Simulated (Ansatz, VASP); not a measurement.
## Bi: VASP beside Ansatz

```
Bi
1.0
    -1.52552    2.00850    2.00850
     2.00850   -1.52552    2.00850
     2.00850    2.00850   -1.52552
Bi
1
Direct
  0.00000 0.00000 0.00000
```

Alike in both runs: task single point; functional LDA; k mesh 18 × 18 × 18; occupations gaussian, width 0.15 eV; no spin polarisation.

|  | VASP | Ansatz |
| --- | --- | --- |
| version | VASP 6.6.1 | Ansatz 0.2.0 |
| potentials or method | VASP PAW LDA potentials, release 64 (Bi_d), cutoff 520 eV | scalar-relativistic, plane waves, PAW |
| valence electrons in the cell | 15 | 15 |

VASP gave:

```
gap on the k mesh at the Fermi level (eV)                     : none
pressure (GPa)                                                : 0.1
traceless stress, the component that is largest in VASP (GPa) : 0.88
```

Task: Which values does Ansatz return?

Result: gap on the k mesh at the Fermi level (eV): none; pressure (GPa): 0.0; traceless stress, the component that is largest in VASP (GPa): 0.91.

LDA's correlation is that of Perdew and Zunger in VASP and of Perdew and Wang (1992) in Ansatz. A gap of «none» marks a metal or a gap that the smearing closes.

Neither program's run includes spin-orbit coupling.
